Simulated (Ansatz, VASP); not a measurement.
## One calculation of TePb, two programs

```
Pb Te
1.0
     0.00000    3.28038    3.28038
     3.28038    0.00000    3.28038
     3.28038    3.28038    0.00000
Pb Te
1 1
Direct
  0.50000 0.50000 0.50000
  0.00000 0.00000 0.00000
```

Alike in both runs: task single point; functional PBE; k mesh 8 × 8 × 8; occupations gaussian, width 0.05 eV; non-collinear spin, spin-orbit coupling.

|  | VASP | Ansatz |
| --- | --- | --- |
| version | VASP 6.6.1 | Ansatz 0.2.0 |
| potentials or method | VASP PAW PBE potentials, release 64 (Pb_d, Te), cutoff 520 eV | plane waves, PAW |
| valence electrons in the cell | 20 | 30 |

|  | VASP | Ansatz | Ansatz less VASP |
| --- | --- | --- | --- |
| pressure (GPa) | 0.1 | 0.0 | -0.06 |
| net moment per atom (μB) | 0.00 | 0.00 | 0.000 |

VASP's potentials hold 20 valence electrons a cell and Ansatz's 30, so a difference there can come from the potentials and not from the codes.
